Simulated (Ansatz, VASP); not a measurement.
## One calculation of SnSe2, two programs

```
CELL_PARAMETERS angstrom
3.81745 0.00000 0.00000
-1.90872 3.30601 0.00000
0.00000 0.00000 5.90849
ATOMIC_POSITIONS crystal
Sn 0.00000 0.00000 0.00000
Se 0.66667 0.33333 0.73217
Se 0.33333 0.66667 0.26783
```

Change from the starting cell: strain along c alone, the other axes held, atoms relaxed: -4.0 %.

Alike in both runs: functional PBEsol; k mesh 12 × 12 × 6; occupations gaussian, width 0.02 eV; no spin polarisation.

Ansatz relaxed the structure, and its values are those at the end. VASP's run is a single point on that final structure, the one shown.

|  | VASP | Ansatz |
| --- | --- | --- |
| version | VASP 6.6.1 | Ansatz 0.2.0 |
| potentials or method | VASP PAW PBE potentials, release 64 (Sn_d, Se), cutoff 520 eV | scalar-relativistic, plane waves, PAW |
| valence electrons in the cell | 26 | 46 |

```tsv
	VASP	Ansatz	Ansatz less VASP
gap on the k mesh at the Fermi level (eV)	0.21	0.22	+0.006
least direct gap on the mesh (eV)	0.72	0.73	+0.010
pressure (GPa)	0.9	0.8	-0.11
rms of the force components (eV/Å)	0.009	0.001	-0.0078
```

VASP's potentials were made for PBE, not for PBEsol. With one functional, cell and mesh, what is left measures potentials, basis and numerics. VASP's potentials hold 26 valence electrons a cell and Ansatz's 46, so a difference there can come from the potentials and not from the codes. Ansatz's warnings: stress scf threshold loose.
